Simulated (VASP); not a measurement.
Input of a VASP 6.6.1 run:

INCAR

```
SYSTEM = AgCl
ALGO = Normal
EDIFF = 1E-7
EDIFFG = -0.002
ENCUT = 600
GGA = PS
IBRION = 2
ISIF = 3
ISMEAR = 0
LASPH = .True.
LCHARG = .False.
LREAL = .False.
LWAVE = .False.
NELM = 60
NSW = 100
PREC = Accurate
PSTRESS = 100.0
SIGMA = 0.01
```

Contents of KPOINTS:

```
k-points
0
Gamma
  8 8 8
  0 0 0
```

The input POSCAR:

```
AgCl
1.0
    2.7237514517      2.7237514517      0.0000000000
   -2.7237514517      2.7237514517      0.0000000000
    0.0000000000      2.7237514517      2.7237514517
Ag Cl
1 1
Direct
    0.0000000000      0.0000000000      0.0000000000
    0.5000000000      0.5000000000      0.0000000000
```

Potentials or basis: VASP PAW PBE potentials, release 64 (Ag, Cl).

Run with:

```console
$ cat potpaw_PBE.64/Ag/POTCAR potpaw_PBE.64/Cl/POTCAR > POTCAR
$ mpirun -np 1 vasp_std > vasp.out
```

(1) Predict the relaxed volume.

(2) Predict the relaxed cell.

(3) Predict the band gap on the k mesh.

(4) Estimate the space group after relaxing (to 0.1 Å).

## Answers

(1) 17.80 Å³/atom.

(2) a = 3.692 Å, b = 3.692 Å, c = 3.692 Å, α = 60.00°, β = 60.00°, γ = 90.00°.

(3) 0.77 eV (least direct gap 3.47 eV).

(4) Fm-3m (No. 225).

Caveat: the cell is relaxed towards a set pressure, so the run minimises the enthalpy, not the energy; semilocal functionals underestimate gaps, and a narrow one can read as zero; the PAW data sets were made with another functional, which shifts forces and pressure a little.
